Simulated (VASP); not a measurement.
Fe:

```
Fe
1.0
     0.00000    1.94174    1.96511
     1.49844    0.00000    1.96511
     1.49844    1.94174    0.00000
Fe
1
Direct
  0.00000 0.00000 0.00000
```

| Item | Value |
| --- | --- |
| Program | VASP 6.6.1 |
| Task | relaxation of cell and atoms |
| Functional | PBEsol |
| Dispersion | D3(BJ) |
| Potentials or basis | VASP PAW PBE potentials, release 64 (Fe) |
| Cutoff | 600 eV |
| k mesh | 13 × 13 × 13 |
| Occupations | fermi-dirac, width 0.05 eV |
| Spin | collinear spin, ferromagnetic start |
| Starting moments | [3.0] μB |

At the start: pressure -15.0 GPa; volume 11.44 Å³/atom.

Q: Where does the relaxation end?

A: Over 13 steps the energy falls by 65.7 meV/atom and the volume is 10.54 Å³/atom (-7.8 %); space group I4/mmm (No. 139, to 0.1 Å) before, Im-3m (No. 229, to 0.1 Å); moment 2.03 μB per cell.

Step by step:
| step | energy change (eV) | largest force (eV/Å) | pressure (GPa) | volume (Å³) |
| --- | --- | --- | --- | --- |
| 1 | 0.0000 | 0.0000 | -15.02 | 11.44 |
| 2 | -0.0015 | 0.0000 | 23.56 | 9.75 |
| 3 | -0.0508 | 0.0000 | 0.98 | 10.52 |
| 4 | -0.0615 | 0.0000 | 1.23 | 10.49 |
| 5 | -0.0650 | 0.0000 | 1.75 | 10.47 |
| 6 | -0.0651 | 0.0000 | 1.92 | 10.46 |
| 7 | -0.0646 | 0.0000 | -2.73 | 10.67 |
| 8 | -0.0657 | 0.0000 | -0.13 | 10.55 |
| 9 | -0.0657 | 0.0000 | -0.24 | 10.55 |
| 10 | -0.0657 | 0.0000 | -0.06 | 10.54 |
| 11 | -0.0657 | 0.0000 | -0.07 | 10.54 |
| 12 | -0.0657 | 0.0000 | -0.09 | 10.54 |
| 13 | -0.0657 | 0.0000 | -0.02 | 10.54 |

Final structure:
```
CELL_PARAMETERS angstrom
0.00000 1.95225 1.95297
1.38260 0.00000 1.95297
1.38260 1.95225 0.00000
ATOMIC_POSITIONS crystal
Fe 0.00000 0.00000 0.00000
```

Caveat: the PAW data sets were made with another functional, which shifts forces and pressure a little.
